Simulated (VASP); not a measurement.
Set up this calculation in VASP 6.6.1, as the native input.

- Task: single point
- Functional: PBE
- Potentials or basis: VASP PAW PBE potentials, release 64 (Zn, W_sv, B, Sr_sv)
- Cutoff: 520 eV
- k mesh: 7 × 7 × 7
- Occupations: fermi-dirac, width 0.1 eV
- Spin: no spin polarisation
- Dipole correction: no
- k mesh for the DOS: 11 × 11 × 11
- Occupations for the DOS: tetrahedron
- Further INCAR settings: ALGO = Normal; EDIFF = 1e-07

Crystal: Sr2ZnB6W.

```
Zn W B Sr
1.0
     0.00000    3.97333    3.97333
     3.97333    0.00000    3.97333
     3.97333    3.97333    0.00000
Zn W B Sr
1 1 6 2
Direct
  0.50000 0.50000 0.50000
  0.00000 0.00000 0.00000
  0.72500 0.27500 0.27500
  0.27500 0.72500 0.27500
  0.27500 0.72500 0.72500
  0.72500 0.27500 0.72500
  0.27500 0.27500 0.72500
  0.72500 0.72500 0.27500
  0.25000 0.25000 0.25000
  0.75000 0.75000 0.75000
```

These files were run (other wordings do the same):

POSCAR

```
Sr2ZnB6W
1.0
    0.0000000000      3.9733320000      3.9733320000
    3.9733320000      0.0000000000      3.9733320000
    3.9733320000      3.9733320000      0.0000000000
Zn W B Sr
1 1 6 2
Direct
    0.5000000000      0.5000000000      0.5000000000
    0.0000000000      0.0000000000      0.0000000000
    0.7250000000      0.2750000000      0.2750000000
    0.2750000000      0.7250000000      0.2750000000
    0.2750000000      0.7250000000      0.7250000000
    0.7250000000      0.2750000000      0.7250000000
    0.2750000000      0.2750000000      0.7250000000
    0.7250000000      0.7250000000      0.2750000000
    0.2500000000      0.2500000000      0.2500000000
    0.7500000000      0.7500000000      0.7500000000
```

INCAR.step1

```
PREC     = Accurate       # precision mode
ENCUT    = 520            # plane-wave cutoff, eV
EDIFF    = 1E-7           # SCF threshold, eV
ISMEAR   = -1             # smearing method
SIGMA    = 0.1            # smearing width, eV
LREAL    = F              # projectors in reciprocal space
LASPH    = T              # aspherical terms in the spheres
NELM     = 60             # most SCF steps
ALGO     = Normal         # electronic algorithm
ISIF     = 2              # what is computed and relaxed
LWAVE    = F              # write WAVECAR
LCHARG   = T              # write CHGCAR
LMAXMIX  = 4              # l up to which the mixer works
GGA      = PE             # functional
NBANDS   = 43             # bands
```

KPOINTS.step1

```
regular mesh
0
Gamma
  7 7 7
```

INCAR.step2

```
PREC     = Accurate       # precision mode
ENCUT    = 520            # plane-wave cutoff, eV
EDIFF    = 1E-7           # SCF threshold, eV
ISMEAR   = -5             # smearing method
SIGMA    = 0.1            # smearing width, eV
LREAL    = F              # projectors in reciprocal space
LASPH    = T              # aspherical terms in the spheres
NELM     = 60             # most SCF steps
ALGO     = Normal         # electronic algorithm
ISIF     = 2              # what is computed and relaxed
LWAVE    = F              # write WAVECAR
LCHARG   = F              # write CHGCAR
LMAXMIX  = 4              # l up to which the mixer works
GGA      = PE             # functional
LORBIT   = 11             # projections on sites
NEDOS    = 2001           # points of the DOS
ICHARG   = 11             # starting density
```

KPOINTS.step2

```
regular mesh
0
Gamma
  11 11 11
```

Potentials or basis: VASP PAW PBE potentials, release 64 (Zn, W_sv, B, Sr_sv).

The run is started by

```sh
$ cat potpaw_PBE.64/Zn/POTCAR potpaw_PBE.64/W_sv/POTCAR potpaw_PBE.64/B/POTCAR potpaw_PBE.64/Sr_sv/POTCAR > POTCAR
$ cp INCAR.step1 INCAR
$ cp KPOINTS.step1 KPOINTS
$ mpirun -np 1 vasp_std > vasp.out
$ cp INCAR.step2 INCAR
$ cp KPOINTS.step2 KPOINTS
$ mpirun -np 1 vasp_std > vasp.out
```

It gave:

The valence electrons inside the program's atomic spheres are Zn 12.35; W 12.21; B 1.76; Sr 8.24.

It took 10 min on 1 thread of AMD EPYC 7R43 64-Core Processor (Zen 3), with other jobs on the host, peak memory 0.39 GiB.
